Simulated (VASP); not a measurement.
Here is a VASP 6.6.1 calculation.

INCAR

```
PREC     = Accurate       # precision mode
ENCUT    = 600            # plane-wave cutoff, eV
EDIFF    = 1E-6           # SCF threshold, eV
ISMEAR   = 0              # smearing method
SIGMA    = 0.1            # smearing width, eV
LREAL    = False          # projectors in reciprocal space
LASPH    = True           # aspherical terms in the spheres
NELM     = 100            # most SCF steps
ALGO     = Normal         # electronic algorithm
ISIF     = 3              # what is computed and relaxed
LWAVE    = False          # write WAVECAR
LCHARG   = False          # write CHGCAR
GGA      = PE             # functional
IBRION   = 2              # ionic algorithm
NSW      = 90             # ionic steps
EDIFFG   = -0.04          # ionic threshold
```

KPOINTS

```
Automatic mesh
0
Gamma
  6 6 2
```

File POSCAR:

```
Ca2Ge3N
1.0
    4.0437377600      0.0000000000      0.0000000000
   -2.0218688800      3.5019796300      0.0000000000
    0.0000000000      0.0000000000      8.7632912400
Ca Ge N
2 3 1
Direct
    0.3333333300      0.6666666700      0.5000000000
    0.6666666700      0.3333333300      0.5000000000
    0.0000000000      0.0000000000      0.3052262900
    0.0000000000      0.0000000000      0.6947737100
    0.0000000000      0.0000000000      0.5000000000
    0.0000000000      0.0000000000      0.0000000000
```

Potentials or basis: VASP PAW PBE potentials, release 64 (Ca_sv, Ge_d, N).

Run with:

```console
$ cat potpaw_PBE.64/Ca_sv/POTCAR potpaw_PBE.64/Ge_d/POTCAR potpaw_PBE.64/N/POTCAR > POTCAR
$ mpirun -np 1 vasp_std > vasp.out
```

(1) Estimate the space group after relaxing (to 0.1 Å).

(2) Predict the band gap on the k mesh.

(3) Predict the relaxed cell.

Results:

(1) P6/mmm (No. 191).

(2) zero (an odd number of electrons rules out a gap without spin polarisation).

(3) a = 5.209 Å, b = 5.209 Å, c = 11.225 Å, α = 90.00°, β = 90.00°, γ = 120.00°.
